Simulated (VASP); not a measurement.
Write the native input for VASP 6.6.1 that does the following.

- Task: single point
- Functional: PBE
- Potentials or basis: VASP PAW PBE potentials, release 64 (Rb_sv, La, Cl)
- Cutoff: 520 eV
- k mesh: 4 × 4 × 4
- Occupations: gaussian, width 0.1 eV
- Spin: no spin polarisation
- Dipole correction: no
- Further INCAR settings: ALGO = Normal; EDIFF = 1e-06; NBANDS = 30

The structure of RbLa2Cl2 lies in POSCAR:

```
RbLa2Cl2
1.0
   -3.0372523900      3.0372523900      5.1969522800
    3.0372523900     -3.0372523900      5.1969522800
    3.0372523900      3.0372523900     -5.1969522800
Rb La Cl
1 2 2
Direct
    0.0000000000      0.0000000000      0.0000000000
    0.3485684600      0.3485684600      0.0000000000
    0.6514315400      0.6514315400      0.0000000000
    0.5000000000      0.0000000000      0.5000000000
    0.0000000000      0.5000000000      0.5000000000
```

The cell was generated, and may not be a known phase.

The input as run:

INCAR

```
ALGO = Normal ; EDIFF = 1E-6
ENCUT = 520 ; GGA = PE
ISIF = 2 ; ISMEAR = 0
LASPH = T ; LCHARG = F
LREAL = F ; LWAVE = F
NBANDS = 30 ; NELM = 60
PREC = Accurate ; SIGMA = 0.1
```

KPOINTS

```
k-points
0
Gamma
  4 4 4
```

Potentials or basis: VASP PAW PBE potentials, release 64 (Rb_sv, La, Cl).

Run with:

```sh
$ cat potpaw_PBE.64/Rb_sv/POTCAR potpaw_PBE.64/La/POTCAR potpaw_PBE.64/Cl/POTCAR > POTCAR
$ mpirun -np 1 vasp_std > vasp.out
```

Results of the run:

| Quantity | Value |
| --- | --- |
| Pressure | -0.6 GPa |
| Largest force | 0.986 eV/Å |
| Band gap on the k mesh | zero (an odd number of electrons rules out a gap without spin polarisation) |

Caveat: spin-orbit coupling is left out, which moves the levels of the heavy elements; an odd number of electrons without spin polarisation forces a metal; a magnetic or distorted state may lie lower.

Wall time 77 s on 1 thread of Intel(R) Xeon(R) 6975P-C (Granite Rapids) (shared host), peak memory 0.39 GiB.
